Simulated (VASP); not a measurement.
Here is a VASP 6.6.1 calculation.

Contents of INCAR:

```
PREC = Accurate
ENCUT = 520
EDIFF = 1E-6
ISMEAR = 0
SIGMA = 0.05
LREAL = Auto
LASPH = T
NELM = 100
ALGO = Normal
ISIF = 2
LWAVE = F
LCHARG = F
GGA = PS
NBANDS = 46
NELECT = 64.0
```

Contents of KPOINTS:

```
Automatic mesh
0
Gamma
  3 3 3
```

The input POSCAR:

```
HC16
1.0
    0.0000000000      3.5700000000      3.5700000000
    3.5700000000      0.0000000000      3.5700000000
    3.5700000000      3.5700000000      0.0000000000
C H
16 1
Direct
   -0.0005847339     -0.0027233894     -0.0077236695
    0.1229089636      0.1211226891      0.1190316527
    0.0038833333      0.0000738095      0.4913550420
    0.1274037815      0.1225469188      0.6180673669
    0.0132743697      0.4897626050     -0.0069390756
    0.1231091036      0.6221665266      0.1200494398
    0.0034029412      0.4950836134      0.4930270308
    0.1344908964      0.6214922969      0.6114068627
    0.4925574230      0.0053450980     -0.0038994398
    0.6247838936      0.1196892157      0.1210511204
    0.5005971989     -0.0021478992      0.4938767507
    0.6259656863      0.1250261905      0.6167284314
    0.4947631653      0.4917082633     -0.0026320728
    0.6078154062      0.6163812325      0.1323666667
    0.5045642857      0.4954992997      0.4990564426
    0.6273480392      0.6217427171      0.6200836134
    0.7706124650      0.7232872549      0.8630169468
```

Potentials or basis: VASP PAW PBE potentials, release 64 (C, H).

Run with:

```bash
$ cat potpaw_PBE.64/C/POTCAR potpaw_PBE.64/H/POTCAR > POTCAR
$ mpirun -np 1 vasp_std > vasp.out
```

Q: Estimate the largest force.

A: 1.087 eV/Å.

Forces on the atoms (eV/Å):
```
C   -0.044  0.020 -0.080
C   -0.030 -0.153 -0.193
C   -0.087 -0.026 -0.176
C    0.006  0.031 -0.103
C   -0.054 -0.197  0.011
C    0.118 -0.087  0.019
C    0.127 -0.047 -0.034
C    0.048 -0.140 -0.090
C   -0.060 -0.108 -0.106
C   -0.025  0.084  0.001
C   -0.017  0.100 -0.109
C   -0.122 -0.010 -0.094
C    0.032 -0.060  0.131
C    0.065 -0.182  0.138
C   -0.064 -0.126 -0.087
C    0.138  0.045  0.106
H   -0.030  0.858  0.666
```

Caveat: the k points lie up to 0.51 Å⁻¹ apart; the cell carries a net charge on a neutralising background, which shifts energy and pressure; the PAW data sets were made with another functional, which shifts forces and pressure a little.
